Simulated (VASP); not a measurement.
Ba:

```xyz
1
Lattice="-2.5065 2.5065 2.5065 2.5065 -2.5065 2.5065 2.5065 2.5065 -2.5065" Properties=species:S:1:pos:R:3 pbc="T T T"
Ba    0.0000    0.0000    0.0000
```

Base run:

| Item | Value |
| --- | --- |
| Program | VASP 6.6.1 |
| Functional | PBEsol |
| Potentials or basis | VASP PAW PBE potentials, release 64 (Ba_sv) |
| Cutoff | 500 eV |
| k mesh | 7 × 7 × 7 |
| Occupations | fermi-dirac, width 0.1 eV |
| Spin | no spin polarisation |

Its results: band gap on the k mesh zero (bands 5 and 6 overlap by 0.67 eV); pressure -0.6 GPa.

The run is repeated on the same cell with these changes: functional from PBEsol to BLYP. What comes out?

Band gap on the k mesh zero (bands 5 and 6 overlap by 0.71 eV); pressure 0.6 GPa.

BLYP binds less tightly than PBEsol, so the same cell stands under more pressure.

Caveats: the PAW data sets were made with another functional, which shifts forces and pressure a little; spin-orbit coupling is left out, which moves the levels of the heavy elements.
